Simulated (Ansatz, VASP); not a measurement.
Two plane-wave programs on C

```
C
1.0
    -1.23249   -2.13474    0.00000
     1.23249   -2.13474    0.00000
     0.00000   -0.71172   13.47687
C
8
Direct
  0.85415 0.85415 0.87495
  0.93750 0.93750 0.37495
  0.97917 0.97917 0.12495
  0.89582 0.89582 0.62495
  0.52081 0.52081 0.87495
  0.60416 0.60416 0.37495
  0.31250 0.31250 0.12495
  0.22915 0.22915 0.62495
```

Alike in both runs: task single point; functional PBE; dispersion D3(BJ); k mesh 22 × 22 × 4; occupations gaussian, width 0.15 eV; no spin polarisation.

|  | VASP | Ansatz |
| --- | --- | --- |
| version | VASP 6.6.1 | Ansatz 0.2.0 |
| potentials or method | VASP PAW PBE potentials, release 64 (C), cutoff 520 eV | scalar-relativistic, plane waves, PAW |
| valence electrons in the cell | 32 | 32 |

VASP gave:

- gap on the k mesh at the Fermi level (eV): 0.17
- least direct gap on the mesh (eV): 0.19
- pressure (GPa): 0.5
- traceless stress, the component that is largest in VASP (GPa): -0.42
- rms of the force components (eV/Å): 0.004

Q: Estimate Ansatz's values.

A: gap on the k mesh at the Fermi level (eV): 0.17; least direct gap on the mesh (eV): 0.19; pressure (GPa): 0.0; traceless stress, the component that is largest in VASP (GPa): 0.10; rms of the force components (eV/Å): 0.004.

Atom by atom the forces differ by 0.000 eV/Å (rms over components).
